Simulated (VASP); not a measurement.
Set up this calculation in VASP 6.6.1, as the native input.

- Task: single point
- Functional: PBE
- Potentials or basis: VASP PAW PBE potentials, release 64 (Na_pv, Cl)
- Cutoff: 500 eV
- k mesh: 3 × 3 × 3
- Occupations: gaussian, width 0.01 eV
- Spin: no spin polarisation
- Dipole correction: no
- Further INCAR settings: ALGO = Normal; EDIFF = 1e-06; NBANDS = 14

The structure of NaCl lies in POSCAR:

```
NaCl
1.0
    0.0000000000      2.5302711800      2.5302711800
    2.5302711800      0.0000000000      2.5302711800
    2.5302711800      2.5302711800      0.0000000000
Na Cl
1 1
Direct
    0.0000000000      0.0000000000      0.0000000000
    0.5000000000      0.5000000000      0.5000000000
```

These files were run (other wordings do the same):

INCAR

```
PREC = Accurate
ENCUT = 500
EDIFF = 1E-6
ISMEAR = 0
SIGMA = 0.01
LREAL = F
LASPH = T
NELM = 120
ALGO = Normal
ISIF = 2
LWAVE = F
LCHARG = F
GGA = PE
NBANDS = 14
GGA_COMPAT = F
```

KPOINTS

```
Automatic mesh
0
Gamma
  3 3 3
```

Potentials or basis: VASP PAW PBE potentials, release 64 (Na_pv, Cl).

Run with:

```bash
$ cat potpaw_PBE.64/Na_pv/POTCAR potpaw_PBE.64/Cl/POTCAR > POTCAR
$ mpirun -np 1 vasp_std > vasp.out
```

Results of the run:

```yaml
Pressure: 19.8 GPa
Band_gap_on_the_k_mesh: 6.69 eV
```

Caveat: the k points lie up to 0.72 Å⁻¹ apart.

Wall time 5.4 s on 1 thread of Intel(R) Xeon(R) Platinum 8259CL CPU @ 2.50GHz (Skylake/Cascade Lake), with other jobs on the host, peak memory 0.14 GiB.
